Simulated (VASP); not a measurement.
# VMo (Cmmm) in VASP: a series of runs

VMo is run at these levels: LDA; tasks: single point.

Everything below comes from runs of VASP 6.6.1. Logs are shortened: lines on timing, memory, paths and dates and some standing lists are left out, and cuts for length are marked.

**1. The cell of the first run**

The structure is orthorhombic, space group Cmmm (No. 65). Conventional cell: a = 3.075 Å, b = 4.448 Å, c = 4.229 Å, α = 90.00°, β = 90.00°, γ = 90.00°. V (site symmetry mmm) has 8 Mo at 2.61 to 3.07 Å and 6 V at 2.70 to 3.07 Å within 3.4 Å. Within 3.4 Å of Mo (site symmetry mmm) lie 8 V at 2.61 to 3.07 Å and 6 Mo at 2.70 to 3.07 Å.

**2. Single point, LDA**

INCAR reads:

```
SYSTEM = VMo
PREC     = Accurate       ! precision mode
ENCUT    = 520            ! plane-wave cutoff, eV
EDIFF    = 1E-6           ! SCF threshold, eV
ISMEAR   = -1             ! smearing method
SIGMA    = 0.05           ! smearing width, eV
LREAL    = .FALSE.        ! projectors in reciprocal space
LASPH    = .TRUE.         ! aspherical terms in the spheres
NELM     = 100            ! most SCF steps
ALGO     = Normal         ! electronic algorithm
ISIF     = 2              ! what is computed and relaxed
LWAVE    = .FALSE.        ! write WAVECAR
LCHARG   = .FALSE.        ! write CHGCAR
NBANDS   = 20             ! bands
```

KPOINTS reads:

```
regular mesh
0
G
  11 11 7
  0 0 0
```

POSCAR reads:

```
VMo
1.0
    1.5372777900     -2.2240280561      0.0000000000
    1.5372777900      2.2240280561      0.0000000000
    0.0000000000      0.0000000000      4.2290126323
V Mo
1 1
Direct
    0.5000000000      0.5000000000      0.5000000000
    0.0000000000      0.0000000000      0.0000000000
```

Potentials or basis: VASP PAW LDA potentials, release 64 (V_sv, Mo_sv).

Started as:

```sh
$ cat potpaw_LDA.64/V_sv/POTCAR potpaw_LDA.64/Mo_sv/POTCAR > POTCAR
$ mpirun -np 1 vasp_std > vasp.out
```

OUTCAR:

```text
SYSTEM = VMo
   PREC = Accurate
   ENCUT = 520
   EDIFF = 1E-6
   ISMEAR = -1
   LREAL = .FALSE.
   LASPH = .TRUE.
   NELM = 100
   ISIF = 2

 ion  position               nearest neighbor table
   1  0.500  0.500  0.500-   2 2.61   2 2.61   2 2.61   2 2.61   2 3.07   2 3.07   2 3.07   2 3.07

   2  0.000  0.000  0.000-   1 2.61   1 2.61   1 2.61   1 2.61   1 3.07   1 3.07   1 3.07   1 3.07

  LATTYP: Found a base centered orthorhombic cell.
 ALAT       =     3.0745555800
 B/A-ratio  =     1.4467314044
 C/A-ratio  =     1.3754874558

  Lattice vectors:

 A1 = (   1.5372777900,  -2.2240280561,   0.0000000000)
 A2 = (   1.5372777900,   2.2240280561,   0.0000000000)
 A3 = (   0.0000000000,   0.0000000000,   4.2290126323)

Analysis of symmetry for initial positions (statically):
=====================================================================
 Subroutine PRICEL returns:
 Original cell was already a primitive cell.

 Routine SETGRP: Setting up the symmetry group for a
 base centered orthorhombic supercell.

 Subroutine GETGRP returns: Found  8 space group operations
 (whereof  8 operations were pure point group operations)
 out of a pool of  8 trial point group operations.

The static configuration has the point symmetry D_2h.

Analysis of symmetry for dynamics (positions and initial velocities):
=====================================================================
 Subroutine PRICEL returns:
 Original cell was already a primitive cell.

 Routine SETGRP: Setting up the symmetry group for a
 base centered orthorhombic supercell.

 Subroutine GETGRP returns: Found  8 space group operations
 (whereof  8 operations were pure point group operations)
 out of a pool of  8 trial point group operations.

The dynamic configuration has the point symmetry D_2h.

 Subroutine INISYM returns: Found  8 space group operations
 (whereof  8 operations are pure point group operations),
 and found     1 'primitive' translations

----------------------------------------------------------------------------------------

                                     Primitive cell

  volume of cell :      28.9176

  direct lattice vectors                    reciprocal lattice vectors
     1.537277790 -2.224028056  0.000000000     0.325250259 -0.224817308  0.000000000
     1.537277790  2.224028056  0.000000000     0.325250259  0.224817308  0.000000000
     0.000000000  0.000000000  4.229012632     0.000000000  0.000000000  0.236461814

  length of vectors
     2.703613101  2.703613101  4.229012632     0.395386587  0.395386587  0.236461814

  position of ions in fractional coordinates (direct lattice)
     0.500000000  0.500000000  0.500000000
     0.000000000  0.000000000  0.000000000

  ion indices of the primitive-cell ions
   primitive index   ion index
                 1           1
                 2           2

----------------------------------------------------------------------------------------

 KPOINTS: regular mesh

Automatic generation of k-mesh.
 Grid dimensions read from file:
 generate k-points for:   11   11    7

 Generating k-lattice:

  Cartesian coordinates                     Fractional coordinates (reciprocal lattice)
     0.029568205 -0.020437937  0.000000000     0.090909091  0.000000000  0.000000000
     0.029568205  0.020437937  0.000000000     0.000000000  0.090909091  0.000000000
     0.000000000  0.000000000  0.033780259     0.000000000  0.000000000  0.142857143

  Length of vectors
     0.035944235  0.035944235  0.033780259

  Shift w.r.t. Gamma in fractional coordinates (k-lattice)
     0.000000000  0.000000000  0.000000000

 Subroutine IBZKPT returns following result:
 ===========================================

 Found    144 irreducible k-points:

 Following reciprocal coordinates:
            Coordinates               Weight
  0.000000  0.000000  0.000000      1.000000
  0.090909  0.000000  0.000000      4.000000
  0.181818  0.000000  0.000000      4.000000
  0.272727  0.000000  0.000000      4.000000
  0.363636  0.000000  0.000000      4.000000
  0.454545  0.000000  0.000000      4.000000
[... 16 lines left out ...]
 -0.272727  0.181818  0.000000      4.000000
 -0.181818  0.181818  0.000000      2.000000
 [... further k-points ...]
   k-points           NKPTS =    144   k-points in BZ     NKDIM =    144   number of bands    NBANDS=     20
   number of dos      NEDOS =    301   number of ions     NIONS =      2
   total plane-waves  NPLWV =  12800
   dimension x,y,z NGX =    20 NGY =   20 NGZ =   32
   dimension x,y,z NGXF=    40 NGYF=   40 NGZF=   64
   ions per type =               1   1
   NGX,Y,Z   is equivalent  to a cutoff of  12.30, 12.30, 12.58 a.u.
   NGXF,Y,Z  is equivalent  to a cutoff of  24.60, 24.60, 25.16 a.u.
 SYSTEM =  VMo
   PREC   = accura    normal or accurate (medium, high low for compatibility)
   ISTART =      0    job   : 0-new  1-cont  2-samecut
   ICHARG =      2    charge: 1-file 2-atom 10-const
   ISPIN  =      1    spin polarized calculation?
   LNONCOLLINEAR =      F non collinear calculations
   LSORBIT =      F    spin-orbit coupling
   LASPH  =      T    aspherical Exc in radial PAW
   ENCUT  =  520.0 eV  38.22 Ry    6.18 a.u.   5.03  5.03  7.86*2*pi/ulx,y,z
   NELM   =    100;   NELMIN=  2; NELMDL= -5     # of ELM steps
   EDIFF  = 0.1E-05   stopping-criterion for ELM
   LREAL  =      F    real-space projection
[... 7 lines left out ...]
   TEBEG  =    0.0;   TEEND  =   0.0 temperature during run
   PSTRESS=    0.0 pullay stress
   NELECT =      27.0000    total number of electrons
   NUPDOWN=      -1.0000    fix difference up-down
   EMIN   =  10.00;   EMAX   =-10.00  energy-range for DOS
   EFERMI =   0.00;   METHOD = LEGACY
   ISMEAR =    -1;   SIGMA  =   0.05  broadening in eV -4-tet -1-fermi 0-gaus
   EFERMI_NEDOS =   21; number of points for ismear=-14 and -15
   IALGO  =     38    algorithm
   IMIX   =      4    mixing-type and parameters
     AMIX     =   0.40;   BMIX     =  1.00
     AMIX_MAG =   1.60;   BMIX_MAG =  1.00
  volume/ion in A,a.u.               =      14.46        97.57
  Fermi-wavevector in a.u.,A,eV,Ry     =   1.600082  3.023716 34.834482  2.560262
  Thomas-Fermi vector in A             =   2.697274
   LORBIT       =      0    0 simple, 1 ext, 2 COOP (PROOUT), +10 PAW based schemes
   GGA     = CA    functional components
   LHFCALC =     F    Hartree Fock is set to
   AEXX    =    0.0000 exact exchange contribution
   IVDW    =     0    specifies the selected vdW correction
   LEPSILON=     F    determine dielectric tensor
   LRPA    =     F    only Hartree local field effects (RPA)
 non-spin polarized calculation
  energy-cutoff  :      520.00
  volume of cell :       28.92
 maximum number of plane-waves:       794
   NGX = 11   NGY = 11   NGZ = 15

 number of electron      26.9999993 magnetization

 Free energy of the ion-electron system (eV)
  ---------------------------------------------------
  ext. energy  EPLUGINS =         0.00000000
  ---------------------------------------------------
  free energy    TOTEN  =       -22.25306423 eV

  energy without entropy =      -22.24226991  energy(sigma->0) =      -22.24766707

 E-fermi :  10.9660     XC(G=0): -13.4550

 val. band max:       10.9535324570   @ k =   0.3636   0.1818   0.0000
 cond. band min:      10.9730306503   @ k =   0.0909   0.0000   0.2857
 fundamental gap:      0.0194981933
 Fermi energy:        10.9660164552

 k-point     1 :       0.0000    0.0000    0.0000
  band No.  band energies     occupation
      1     -52.0998      2.00000
      2     -49.2146      2.00000
      3     -26.5099      2.00000
      4     -26.1772      2.00000
      5     -26.0157      2.00000
      6     -23.3591      2.00000
[... 12 lines left out ...]
     19      13.6893      0.00000
     20      15.7986      0.00000

 k-point     2 :       0.0909    0.0000    0.0000
  band No.  band energies     occupation
      1     -52.0940      2.00000
      2     -49.2029      2.00000
      3     -26.4963      2.00000
      4     -26.1975      2.00000
      5     -26.0352      2.00000
      6     -23.3589      2.00000
[... 12 lines left out ...]
     19      14.1167      0.00000
     20      16.5038      0.00000

 k-point     3 :       0.1818    0.0000    0.0000
  band No.  band energies     occupation
      1     -52.0784      2.00000
      2     -49.1713      2.00000
      3     -26.4595      2.00000
      4     -26.2693      2.00000
      5     -26.0691      2.00000
      6     -23.3584      2.00000
[... 12 lines left out ...]
     19      14.0414      0.00000
     20      18.0922      0.00000

 k-point     4 :       0.2727    0.0000    0.0000
  band No.  band energies     occupation
      1     -52.0579      2.00000
      2     -49.1296      2.00000
      3     -26.4108      2.00000
      4     -26.3841      2.00000
      5     -26.0909      2.00000
      6     -23.5684      2.00000
[... 12 lines left out ...]
     19      13.7387      0.00000
     20      19.9257      0.00000

 k-point     5 :       0.3636    0.0000    0.0000
  band No.  band energies     occupation
      1     -52.0390      2.00000
      2     -49.0908      2.00000
      3     -26.4963      2.00000
      4     -26.3655      2.00000
      5     -26.1024      2.00000
      6     -23.8556      2.00000
[... 12 lines left out ...]
     19      14.2451      0.00000
     20      20.1667      0.00000
[... 353 lines left out ...]
      6     -23.9288      2.00000
[... 12 lines left out ...]
     19      16.1149      0.00000
     20      19.5277      0.00000

 k-point    22 :      -0.3636    0.1818    0.0000
  band No.  band energies     occupation
      1     -52.0312      2.00000
      2     -49.0663      2.00000
      3     -26.4506      2.00000
      4     -26.3925      2.00000
      5     -26.2120      2.00000
      6     -23.7445      2.00000
[... 12 lines left out ...]
     19      14.3826      0.00000
     20      20.8848      0.00000

 k-point    23 :      -0.2727    0.1818    0.0000
  band No.  band energies     occupation
      1     -52.0494      2.00000
      2     -49.1041      2.00000
      3     -26.4325      2.00000
      4     -26.3343      2.00000
      5     -26.2072      2.00000
      6     -23.4630      2.00000
[... 12 lines left out ...]
     19      15.1377      0.00000
     20      18.9820      0.00000

 k-point    24 :      -0.1818    0.1818    0.0000
  band No.  band energies     occupation
      1     -52.0666      2.00000
      2     -49.1414      2.00000
      3     -26.4622      2.00000
      4     -26.2419      2.00000
      5     -26.1821      2.00000
      6     -23.3110      2.00000
[... 12 lines left out ...]
     19      15.6264      0.00000
     20      17.5323      0.00000

 [... further k-points ...]

------------------------ aborting loop because EDIFF is reached ----------------------------------------

  FORCE on cell =-STRESS in cart. coord.  units (eV):
  Direction    XX          YY          ZZ          XY          YZ          ZX
  --------------------------------------------------------------------------------------
  -------------------------------------------------------------------------------------
  Total       -1.9088017     -2.0126367     -1.8428766     -0.0000000      0.0000000      0.0000000
  in kB     -105.7571684   -111.5101465   -102.1045856     -0.0000000      0.0000000      0.0000000
  external PRESSURE =    -106.4573002 kB  Pullay stress =       0.0000000 kB

 VOLUME and BASIS-vectors are now :
 -----------------------------------------------------------------------------
  energy-cutoff  :      520.00
  volume of cell :       28.92
      direct lattice vectors                 reciprocal lattice vectors
     1.537277790 -2.224028056  0.000000000     0.325250259 -0.224817308  0.000000000
     1.537277790  2.224028056  0.000000000     0.325250259  0.224817308  0.000000000
     0.000000000  0.000000000  4.229012632     0.000000000  0.000000000  0.236461814

 POSITION                                       TOTAL-FORCE (eV/Angst)
 -----------------------------------------------------------------------------------
      1.53728      0.00000      2.11451         0.000000      0.000000      0.000000
      0.00000      0.00000      0.00000        -0.000000     -0.000000      0.000000
 -----------------------------------------------------------------------------------
    total drift:                                0.000000      0.000000      0.000000

  FREE ENERGIE OF THE ION-ELECTRON SYSTEM (eV)
  ---------------------------------------------------
  free  energy   TOTEN  =       -22.2530642287 eV

  energy  without entropy=      -22.2422699121  energy(sigma->0) =      -22.24766707
```

It took 54 s on 1 thread of Intel Xeon 8259CL, shared host; peak memory 0.19 GiB.

What came out:

* Free energy: -22.2531 eV
* Pressure: -10.6 GPa
* Band gap on the k mesh: zero (an odd number of electrons rules out a gap without spin polarisation)

Levels at points of the mesh, in eV from the Fermi level:
| k point | band 10 | band 11 | band 12 | band 13 | band 14 | band 15 | band 16 | band 17 | band 18 | band 19 |
| --- | --- | --- | --- | --- | --- | --- | --- | --- | --- | --- |
| (0.00, 0.00, 0.00) | -4.29 | -2.32 | -0.58 | -0.28 | 0.20 | 1.99 | 2.04 | 2.36 | 2.39 | 2.72 |

Caveat: the cell stands under tension.

**3. Single point, LDA, collinear spin, zero start**

INCAR reads:

```
SYSTEM = VMo
PREC     = Accurate       ! precision mode
ENCUT    = 520            ! plane-wave cutoff, eV
EDIFF    = 1E-7           ! SCF threshold, eV
ISMEAR   = -1             ! smearing method
SIGMA    = 0.05           ! smearing width, eV
LREAL    = .FALSE.        ! projectors in reciprocal space
LASPH    = .TRUE.         ! aspherical terms in the spheres
NELM     = 150            ! most SCF steps
ALGO     = Normal         ! electronic algorithm
ISIF     = 2              ! what is computed and relaxed
LWAVE    = .FALSE.        ! write WAVECAR
LCHARG   = .FALSE.        ! write CHGCAR
ISPIN    = 2              ! spin polarisation
MAGMOM   = 0 0            ! initial moments
LORBIT   = 11             ! projections on sites
NUPDOWN  = 0.0            ! fixed moment
LMAXMIX  = 4              ! l up to which the mixer works
NBANDS   = 24             ! bands
```

KPOINTS reads:

```
Automatic mesh
0
G
  11 11 7
  0 0 0
```

POSCAR is that of step 2.

Potentials or basis: VASP PAW LDA potentials, release 64 (V_sv, Mo_sv).

Started as:

```sh
$ cat potpaw_LDA.64/V_sv/POTCAR potpaw_LDA.64/Mo_sv/POTCAR > POTCAR
$ mpirun -np 1 vasp_std > vasp.out
```

Run time: 2.5 min. Hardware: 1 thread of Intel Xeon 8259CL, shared host; peak memory 0.25 GiB.

The run converged. Its results:

| Property | Result |
| --- | --- |
| Free energy | -22.2531 eV |
| Pressure | -10.5 GPa |
| Net moment | 0.00 μB per cell |
| Valence electrons inside the program's atomic spheres | V 11.65; Mo 12.62 |

Stress tensor (GPa, compression positive):
```
-10.48   0.00   0.00
  0.00 -11.04   0.00
  0.00   0.00 -10.12
```

Caveat: the cell stands under tension; the total moment is fixed, so each spin has its own Fermi level.

**4. Single point, LDA, collinear spin, zero start**

INCAR reads:

```
SYSTEM = VMo
PREC = Accurate ; ENCUT = 520
EDIFF = 1E-6 ; ISMEAR = -1
SIGMA = 0.05 ; LREAL = .False.
LASPH = .True. ; NELM = 150
ALGO = Normal ; ISIF = 2
LWAVE = .False. ; LCHARG = .False.
ISPIN = 2 ; MAGMOM = 0 0
LORBIT = 11 ; NUPDOWN = 0.0
LMAXMIX = 4 ; GGA = CA
NBANDS = 24
```

KPOINTS reads:

```
Automatic mesh
0
Gamma
  11 11 7
  0 0 0
```

POSCAR is that of step 3.

Started as:

```sh
$ cat potpaw_LDA.64/V_sv/POTCAR potpaw_LDA.64/Mo_sv/POTCAR > POTCAR
$ mpirun -np 1 vasp_std > vasp.out
```

Wall time 2.3 min (1 thread of Intel Xeon 8259CL, shared host); peak memory 0.25 GiB.

It converged, with:

| Quantity | Value |
| --- | --- |
| Free energy | -22.2531 eV |
| Pressure | -10.6 GPa |
| Net moment | 0.00 μB per cell |
| Valence electrons inside the program's atomic spheres | V 11.65; Mo 12.62 |

Stress tensor (GPa, compression positive):
```
-10.53   0.00   0.00
  0.00 -11.10   0.00
  0.00   0.00 -10.17
```

Caveat: the cell stands under tension; the total moment is fixed, so each spin has its own Fermi level.

**5. Single point, LDA, collinear spin, ferromagnetic start**

INCAR reads:

```
SYSTEM = VMo
PREC = Accurate
ENCUT = 520
EDIFF = 1E-7
ISMEAR = -1
SIGMA = 0.05
LREAL = .False.
LASPH = .True.
NELM = 150
ALGO = Normal
ISIF = 2
LWAVE = .False.
LCHARG = .False.
ISPIN = 2
MAGMOM = 2 1.5
LORBIT = 11
LMAXMIX = 4
NBANDS = 24
```

KPOINTS is that of step 4.

POSCAR is that of step 4.

Started as:

```sh
$ cat potpaw_LDA.64/V_sv/POTCAR potpaw_LDA.64/Mo_sv/POTCAR > POTCAR
$ mpirun -np 1 vasp_std > vasp.out
```

Wall time 2.6 min (1 thread of Intel Xeon 8259CL, shared host); peak memory 0.25 GiB.

Results (log left out):

| Property | Result |
| --- | --- |
| Free energy | -22.2531 eV |
| Pressure | -10.6 GPa |
| Net moment | 0.00 μB per cell |
| Valence electrons inside the program's atomic spheres | V 11.65; Mo 12.62 |

Stress tensor (GPa, compression positive):
```
-10.50   0.00   0.00
  0.00 -11.07   0.00
  0.00   0.00 -10.13
```

Levels at points of the mesh, in eV from the Fermi level:
Spin up:
| k point | band 11 | band 12 | band 13 | band 14 | band 15 | band 16 | band 17 | band 18 |
| --- | --- | --- | --- | --- | --- | --- | --- | --- |
| (0.00, 0.00, 0.00) | -2.32 | -0.58 | -0.28 | 0.20 | 1.99 | 2.04 | 2.36 | 2.39 |
Spin down:
```tsv
k point	band 11	band 12	band 13	band 14	band 15	band 16	band 17	band 18
(0.00, 0.00, 0.00)	-2.32	-0.58	-0.28	0.20	1.99	2.04	2.36	2.39
```

Caveat: the cell stands under tension.

**6. Summary**

```csv
spin,fixed moment (μB),gap on the mesh (eV),pressure (GPa),moment (μB)
off,-,none,-10.6,-
"collinear, zero start",0.0,-,-10.6,0.00
"collinear, ferromagnetic start",-,none,-10.6,0.00
```

Alike in all rows: task single point; level LDA; potentials or basis VASP PAW LDA potentials, release 64 (V_sv, Mo_sv); cell as given; k mesh 11 × 11 × 7; cutoff (eV) 520; smearing fermi-dirac 0.05 eV.

Caveats: the cell stands under tension; the total moment is fixed, so each spin has its own Fermi level (at least some runs).

Absolute energies hang on the potentials; compare differences alone.
